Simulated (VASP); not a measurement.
# Hg (P6_3/mmc) in VASP: further runs

The runs below take Hg through single point, with PBE.

All numbers are computed with VASP 6.6.1; they aren't measurements. Logs are shortened: lines on timing, memory, paths and dates and some standing lists are left out, and cuts for length are marked.

## 1. The cell of the first run

It takes space group P6_3/mmc (No. 194, hexagonal). Conventional cell: a = 3.598 Å, b = 3.598 Å, c = 5.583 Å, α = 90.00°, β = 90.00°, γ = 120.00°. Within 4.6 Å of Hg (site symmetry -6m2) lie 12 Hg at 3.48 to 3.60 Å.

## 2. Single point, PBE

Contents of POSCAR:

```
Hg
1.0
    3.5976075976      0.0000000000      0.0000000000
   -1.7988037988      3.1156195723      0.0000000000
    0.0000000000      0.0000000000      5.5830457610
Hg
2
Direct
    0.3333333333      0.6666666667      0.2500000000
    0.6666666667      0.3333333333      0.7500000000
```

Contents of INCAR.step1:

```
SYSTEM = Hg
ALGO = Normal
EDIFF = 1E-6
ENCUT = 520
GGA = PE
ISIF = 2
ISMEAR = -1
LASPH = .TRUE.
LCHARG = .TRUE.
LREAL = .FALSE.
LWAVE = .FALSE.
NBANDS = 19
NELM = 100
PREC = Accurate
SIGMA = 0.05
```

Contents of KPOINTS.step1:

```
k-points
0
G
  14 14 8
  0 0 0
```

Contents of INCAR.step2:

```
SYSTEM = Hg
ALGO = Normal
EDIFF = 1E-6
ENCUT = 520
GGA = PE
ICHARG = 11
ISIF = 2
ISMEAR = -5
LASPH = .TRUE.
LCHARG = .FALSE.
LORBIT = 10
LREAL = .FALSE.
LWAVE = .FALSE.
NEDOS = 1001
NELM = 100
PREC = Accurate
SIGMA = 0.05
```

Contents of KPOINTS.step2:

```
k-points
0
G
  21 21 12
  0 0 0
```

Potentials or basis: VASP PAW PBE potentials, release 64 (Hg).

The run is started by

```bash
$ cat potpaw_PBE.64/Hg/POTCAR > POTCAR
$ cp INCAR.step1 INCAR
$ cp KPOINTS.step1 KPOINTS
$ mpirun -np 1 vasp_std > vasp.out
$ cp INCAR.step2 INCAR
$ cp KPOINTS.step2 KPOINTS
$ mpirun -np 1 vasp_std > vasp.out
```

OUTCAR:

```text
SYSTEM = Hg
   EDIFF = 1E-6
   ENCUT = 520
   GGA = PE
   ICHARG = 11
   ISIF = 2
   ISMEAR = -5
   LASPH = .TRUE.
   LORBIT = 10
   LREAL = .FALSE.
   NELM = 100
   PREC = Accurate

 ion  position               nearest neighbor table
   1  0.333  0.667  0.250-   2 3.48   2 3.48   2 3.48   2 3.48   2 3.48   2 3.48
   2  0.667  0.333  0.750-   1 3.48   1 3.48   1 3.48   1 3.48   1 3.48   1 3.48

  LATTYP: Found a hexagonal cell.
 ALAT       =     3.5976075976
 C/A-ratio  =     1.5518773545

  Lattice vectors:

 A1 = (   3.5976075976,   0.0000000000,   0.0000000000)
 A2 = (  -1.7988037988,   3.1156195723,   0.0000000000)
 A3 = (   0.0000000000,   0.0000000000,   5.5830457610)

Analysis of symmetry for initial positions (statically):
=====================================================================
 Subroutine PRICEL returns:
 Original cell was already a primitive cell.

 Routine SETGRP: Setting up the symmetry group for a
 hexagonal supercell.

 Subroutine GETGRP returns: Found 24 space group operations
 (whereof 12 operations were pure point group operations)
 out of a pool of 24 trial point group operations.

The static configuration has the point symmetry D_3d.
 The point group associated with its full space group is D_6h.

Analysis of symmetry for dynamics (positions and initial velocities):
=====================================================================
 Subroutine PRICEL returns:
 Original cell was already a primitive cell.

 Routine SETGRP: Setting up the symmetry group for a
 hexagonal supercell.

 Subroutine GETGRP returns: Found 24 space group operations
 (whereof 12 operations were pure point group operations)
 out of a pool of 24 trial point group operations.

The dynamic configuration has the point symmetry D_3d.
 The point group associated with its full space group is D_6h.

 Subroutine INISYM returns: Found 24 space group operations
 (whereof 12 operations are pure point group operations),
 and found     1 'primitive' translations

----------------------------------------------------------------------------------------

                                     Primitive cell

  volume of cell :      62.5791

  direct lattice vectors                    reciprocal lattice vectors
     3.597607598  0.000000000  0.000000000     0.277962499  0.160481724  0.000000000
    -1.798803799  3.115619572  0.000000000     0.000000000  0.320963448  0.000000000
     0.000000000  0.000000000  5.583045761     0.000000000  0.000000000  0.179113703

  length of vectors
     3.597607598  3.597607598  5.583045761     0.320963448  0.320963448  0.179113703

  position of ions in fractional coordinates (direct lattice)
     0.333333333  0.666666667  0.250000000
     0.666666667  0.333333333  0.750000000

  ion indices of the primitive-cell ions
   primitive index   ion index
                 1           1
                 2           2

----------------------------------------------------------------------------------------

 KPOINTS: k-points

Automatic generation of k-mesh.
 Grid dimensions read from file:
 generate k-points for:   21   21   12

 Generating k-lattice:

  Cartesian coordinates                     Fractional coordinates (reciprocal lattice)
     0.013236309  0.007641987  0.000000000     0.047619048 -0.000000000  0.000000000
     0.000000000  0.015283974  0.000000000     0.000000000  0.047619048  0.000000000
     0.000000000  0.000000000  0.014926142     0.000000000  0.000000000  0.083333333

  Length of vectors
     0.015283974  0.015283974  0.014926142

  Shift w.r.t. Gamma in fractional coordinates (k-lattice)
     0.000000000  0.000000000  0.000000000

 TETIRR: Found   5376 inequivalent tetrahedra from    31752

 Subroutine IBZKPT returns following result:
 ===========================================

 Found    336 irreducible k-points:

 Following reciprocal coordinates:
            Coordinates               Weight
  0.000000  0.000000  0.000000      1.000000
  0.047619  0.000000  0.000000      6.000000
  0.095238  0.000000  0.000000      6.000000
  0.142857 -0.000000  0.000000      6.000000
  0.190476  0.000000  0.000000      6.000000
  0.238095  0.000000  0.000000      6.000000
[... 16 lines left out ...]
  0.142857  0.095238  0.000000     12.000000
  0.190476  0.095238  0.000000     12.000000
 [... further k-points ...]
   k-points           NKPTS =    336   k-points in BZ     NKDIM =    336   number of bands    NBANDS=     16
   number of dos      NEDOS =   1001   number of ions     NIONS =      2
   total plane-waves  NPLWV =  32928
   dimension x,y,z NGX =    28 NGY =   28 NGZ =   42
   dimension x,y,z NGXF=    56 NGYF=   56 NGZF=   84
   ions per type =               2
   NGX,Y,Z   is equivalent  to a cutoff of  12.94, 12.94, 12.51 a.u.
   NGXF,Y,Z  is equivalent  to a cutoff of  25.88, 25.88, 25.01 a.u.
 SYSTEM =  Hg
   PREC   = accura    normal or accurate (medium, high low for compatibility)
   ISTART =      0    job   : 0-new  1-cont  2-samecut
   ICHARG =     11    charge: 1-file 2-atom 10-const
   ISPIN  =      1    spin polarized calculation?
   LNONCOLLINEAR =      F non collinear calculations
   LSORBIT =      F    spin-orbit coupling
   LASPH  =      T    aspherical Exc in radial PAW
   ENCUT  =  520.0 eV  38.22 Ry    6.18 a.u.   6.69  6.69 10.38*2*pi/ulx,y,z
   NELM   =    100;   NELMIN=  2; NELMDL=  0     # of ELM steps
   EDIFF  = 0.1E-05   stopping-criterion for ELM
   LREAL  =      F    real-space projection
   EDIFFG = 0.1E-04   stopping-criterion for IOM
   NSW    =      0    number of steps for IOM
   IBRION =     -1    ionic relax: 0-MD 1-quasi-New 2-CG
   NFREE  =      0    steps in history (QN), initial steepest desc. (CG)
   ISIF   =      2    stress and relaxation
   ISYM   =      2    0-nonsym 1-usesym 2-fastsym
   POTIM  = 0.5000    time-step for ionic-motion
   TEBEG  =    0.0;   TEEND  =   0.0 temperature during run
   PSTRESS=    0.0 pullay stress
   NELECT =      24.0000    total number of electrons
   NUPDOWN=      -1.0000    fix difference up-down
   EMIN   =  10.00;   EMAX   =-10.00  energy-range for DOS
   EFERMI =   0.00;   METHOD = LEGACY
   ISMEAR =    -5;   SIGMA  =   0.05  broadening in eV -4-tet -1-fermi 0-gaus
   EFERMI_NEDOS =   21; number of points for ismear=-14 and -15
   IALGO  =     38    algorithm
   IMIX   =      4    mixing-type and parameters
     AMIX     =   0.40;   BMIX     =  1.00
     AMIX_MAG =   1.60;   BMIX_MAG =  1.00
  volume/ion in A,a.u.               =      31.29       211.15
  Fermi-wavevector in a.u.,A,eV,Ry     =   1.189421  2.247679 19.248452  1.414721
  Thomas-Fermi vector in A             =   2.325528
   LORBIT       =     10    0 simple, 1 ext, 2 COOP (PROOUT), +10 PAW based schemes
   GGA     = PE    functional components
   LHFCALC =     F    Hartree Fock is set to
   AEXX    =    0.0000 exact exchange contribution
   IVDW    =     0    specifies the selected vdW correction
   LEPSILON=     F    determine dielectric tensor
   LRPA    =     F    only Hartree local field effects (RPA)
 non-spin polarized calculation
 Fermi weights with tetrahedron method with Bloechl corrections
  energy-cutoff  :      520.00
  volume of cell :       62.58
 maximum number of plane-waves:      1725
 NGX is ok and might be reduce to    28

 number of electron      24.0000006 magnetization

 Free energy of the ion-electron system (eV)
  ---------------------------------------------------
  ext. energy  EPLUGINS =         0.00000000
  ---------------------------------------------------
  free energy    TOTEN  =        -0.37819033 eV

  energy without entropy =       -0.37819033  energy(sigma->0) =       -0.37819033

 E-fermi :   0.2269     XC(G=0):  -9.3416

 val. band max:        0.2163632901   @ k =   0.2381   0.1905   0.0000
 cond. band min:       0.5302507517   @ k =   0.0000   0.0000   0.0000
 fundamental gap:      0.3138874616
 Fermi energy:         0.2268964420

 k-point     1 :       0.0000    0.0000    0.0000
  band No.  band energies     occupation
      1      -6.1929      2.00000
      2      -5.8688      2.00000
      3      -5.3781      2.00000
      4      -5.3781      2.00000
      5      -5.3488      2.00000
      6      -5.2952      2.00000
[... 8 lines left out ...]
     15      10.5683      0.00000
     16      12.5986      0.00000

 k-point     2 :       0.0476    0.0000    0.0000
  band No.  band energies     occupation
      1      -6.1557      2.00000
      2      -5.8551      2.00000
      3      -5.4005      2.00000
      4      -5.3666      2.00000
      5      -5.3234      2.00000
      6      -5.2969      2.00000
[... 8 lines left out ...]
     15      10.3507      0.00000
     16      12.0102      0.00000

 k-point     3 :       0.0952    0.0000    0.0000
  band No.  band energies     occupation
      1      -6.0486      2.00000
      2      -5.8178      2.00000
      3      -5.4284      2.00000
      4      -5.3329      2.00000
      5      -5.3050      2.00000
      6      -5.2954      2.00000
[... 8 lines left out ...]
     15       9.8616      0.00000
     16      11.4025      0.00000

 k-point     4 :       0.1429   -0.0000    0.0000
  band No.  band energies     occupation
      1      -5.8918      2.00000
      2      -5.7698      2.00000
      3      -5.4410      2.00000
      4      -5.3330      2.00000
      5      -5.3162      2.00000
      6      -5.3038      2.00000
[... 8 lines left out ...]
     15       9.2904      0.00000
     16      10.7035      0.00000
[... 324 lines left out ...]
 k-point    22 :       0.0952    0.0952    0.0000
  band No.  band energies     occupation
      1      -5.8090      2.00000
      2      -5.7397      2.00000
      3      -5.4559      2.00000
      4      -5.3514      2.00000
      5      -5.3354      2.00000
      6      -5.3076      2.00000
[... 8 lines left out ...]
     15       8.1484      0.00000
     16      11.3512      0.00000

 k-point    23 :       0.1429    0.0952    0.0000
  band No.  band energies     occupation
      1      -5.6998      2.00000
      2      -5.6885      2.00000
      3      -5.4287      2.00000
      4      -5.4058      2.00000
      5      -5.3635      2.00000
      6      -5.2986      2.00000
[... 8 lines left out ...]
     15       7.3896      0.00000
     16      10.5577      0.00000

 k-point    24 :       0.1905    0.0952    0.0000
  band No.  band energies     occupation
      1      -5.6949      2.00000
      2      -5.6360      2.00000
      3      -5.4730      2.00000
      4      -5.3914      2.00000
      5      -5.3614      2.00000
      6      -5.2569      2.00000
[... 8 lines left out ...]
     15       6.7892      0.00000
     16       9.4897      0.00000

 [... further k-points ...]
[... 5 lines left out ...]
  --------------------------------------------------------------------------------------
  -------------------------------------------------------------------------------------
  Total       -0.0009734     -0.0009734      0.0001854      0.0000000      0.0000000      0.0000000
  in kB       -0.0249216     -0.0249216      0.0047457      0.0000000      0.0000000      0.0000000
  external PRESSURE =      -0.0150325 kB  Pullay stress =       0.0000000 kB

 VOLUME and BASIS-vectors are now :
 -----------------------------------------------------------------------------
  energy-cutoff  :      520.00
  volume of cell :       62.58
      direct lattice vectors                 reciprocal lattice vectors
     3.597607598  0.000000000  0.000000000     0.277962499  0.160481724  0.000000000
    -1.798803799  3.115619572  0.000000000     0.000000000  0.320963448  0.000000000
     0.000000000  0.000000000  5.583045761     0.000000000  0.000000000  0.179113703

 POSITION                                       TOTAL-FORCE (eV/Angst)
 -----------------------------------------------------------------------------------
     -0.00000      2.07708      1.39576         0.000000     -0.000000      0.000000
      1.79880      1.03854      4.18728         0.000000      0.000000     -0.000000
 -----------------------------------------------------------------------------------
    total drift:                               -0.000000      0.000000     -0.000000

  FREE ENERGIE OF THE ION-ELECTRON SYSTEM (eV)
  ---------------------------------------------------
  free  energy   TOTEN  =        -0.3781903316 eV

  energy  without entropy=       -0.3781903316  energy(sigma->0) =       -0.37819033

 total charge

# of ion       s       p       d       tot
------------------------------------------
    1        0.979   0.090   9.346  10.416
    2        0.979   0.090   9.346  10.416
--------------------------------------------------
tot          1.958   0.180  18.693  20.831
```

It took 88 s on 1 thread of Intel Xeon 6975P-C (Granite Rapids), shared host; peak memory 0.38 GiB.

What came out:

```
Valence electrons inside the program's atomic spheres : Hg 10.42
```

Levels at points of the mesh, in eV from the valence-band top:
```csv
k point,band 8,band 9,band 10,band 11,band 12,band 13,band 14,band 15,band 16
"(0.00, 0.00, 0.00)",-5.48,-5.48,-5.03,-5.03,-1.00,0.31,10.35,10.35,12.38
"(0.00, 0.00, 0.50)",-5.16,-5.16,-5.16,-4.82,-4.82,6.75,6.75,11.33,11.33
```

Caveat: spin-orbit coupling is left out, which moves the levels of the heavy elements.

## 3. Single point, PBE (31.29 Å³/atom)

POSCAR is that of step 2.

Contents of INCAR.step1:

```
ALGO = Normal
EDIFF = 1E-7
ENCUT = 520
GGA = PE
ISIF = 2
ISMEAR = -1
LASPH = T
LCHARG = T
LREAL = F
LWAVE = F
NBANDS = 19
NELM = 100
PREC = Accurate
SIGMA = 0.05
```

Contents of KPOINTS.step1:

```
k-points
0
Gamma
  14 14 8
```

Contents of INCAR.step2:

```
ALGO = Normal
EDIFF = 1E-7
ENCUT = 520
GGA = PE
ICHARG = 11
ISIF = 2
ISMEAR = -5
LASPH = T
LCHARG = F
LORBIT = 10
LREAL = F
LWAVE = F
NEDOS = 2001
NELM = 100
PREC = Accurate
SIGMA = 0.05
```

Contents of KPOINTS.step2:

```
k-points
0
Gamma
  21 21 12
```

Potentials or basis: VASP PAW PBE potentials, release 64 (Hg).

The run is started by

```bash
$ cat potpaw_PBE.64/Hg/POTCAR > POTCAR
$ cp INCAR.step1 INCAR
$ cp KPOINTS.step1 KPOINTS
$ mpirun -np 1 vasp_std > vasp.out
$ cp INCAR.step2 INCAR
$ cp KPOINTS.step2 KPOINTS
$ mpirun -np 1 vasp_std > vasp.out
```

Run time: 90 s. Hardware: 1 thread of Intel Xeon 6975P-C (Granite Rapids), shared host; peak memory 0.39 GiB.

It converged, with:

| Quantity | Value |
| --- | --- |
| Valence electrons inside the program's atomic spheres | Hg 10.42 |

Levels at points of the mesh, in eV from the valence-band top:
```csv
k point,band 8,band 9,band 10,band 11,band 12,band 13,band 14,band 15,band 16
"(0.00, 0.00, 0.00)",-5.48,-5.48,-5.03,-5.03,-1.00,0.31,10.35,10.35,12.38
"(0.00, 0.00, 0.50)",-5.16,-5.16,-5.16,-4.82,-4.82,6.75,6.75,11.33,11.33
```

Caveat: spin-orbit coupling is left out, which moves the levels of the heavy elements.
